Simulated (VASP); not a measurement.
Wanted: the native input for a VASP 6.6.1 run.

```
Task                   : single point
Functional             : PBEsol
Potentials or basis    : VASP PAW PBE potentials, release 64 (Si, Ge_d)
Cutoff                 : 520 eV
k mesh                 : 6 × 6 × 6
Occupations            : gaussian, width 0.03 eV
Spin                   : no spin polarisation
Dipole correction      : no
Further INCAR settings : ALGO = Normal; EDIFF = 1e-07; NBANDS = 31
```

The structure of Si7Ge lies in POSCAR:

```
Si7Ge
1.0
    5.4589494008      0.0000000000     -0.6004844341
    0.0000000000      5.4589494008     -0.6004844341
   -0.6004844341     -0.6004844341      5.4589494008
Si Ge
7 1
Direct
    0.2525986838      0.2525986838      0.2525986838
    0.0000000000      0.5000000000      0.5000000000
    0.5000000000      0.5000000000      0.0000000000
    0.5000000000      0.0000000000      0.5000000000
    0.7474013162      0.2525986838      0.7474013162
    0.7474013162      0.7474013162      0.2525986838
    0.2525986838      0.7474013162      0.7474013162
    0.0000000000      0.0000000000      0.0000000000
```

This cell differs from its parent crystal: engineering shear strain xz -0.2200, engineering shear strain yz -0.2200.

These files were run (other wordings do the same):

INCAR

```
SYSTEM = Si7Ge
  PREC = Accurate
  ENCUT = 520
  EDIFF = 1E-7
  ISMEAR = 0
  SIGMA = 0.03
  LREAL = .FALSE.
  LASPH = .TRUE.
  NELM = 100
  ALGO = Normal
  ISIF = 2
  LWAVE = .FALSE.
  LCHARG = .FALSE.
  GGA = PS
  NBANDS = 31
```

KPOINTS

```
Automatic mesh
0
G
  6 6 6
  0 0 0
```

Potentials or basis: VASP PAW PBE potentials, release 64 (Si, Ge_d).

Launch:

```bash
$ cat potpaw_PBE.64/Si/POTCAR potpaw_PBE.64/Ge_d/POTCAR > POTCAR
$ mpirun -np 1 vasp_std > vasp.out
```

It gave:

The pressure is 11.9 GPa. The largest force is 5.202 eV/Å and the band gap on the k mesh is zero (band 21 reaches 6.07 eV, above the bottom of band 22 at 5.38 eV).

Caveat: the cell differs from its parent crystal (engineering shear strain xz -0.2200, engineering shear strain yz -0.2200); the PAW data sets were made with another functional, which shifts forces and pressure a little.

Run time: 6.2 min on 1 thread of AMD EPYC 7R43 64-Core Processor (Zen 3), with other jobs on the host, peak memory 0.39 GiB.
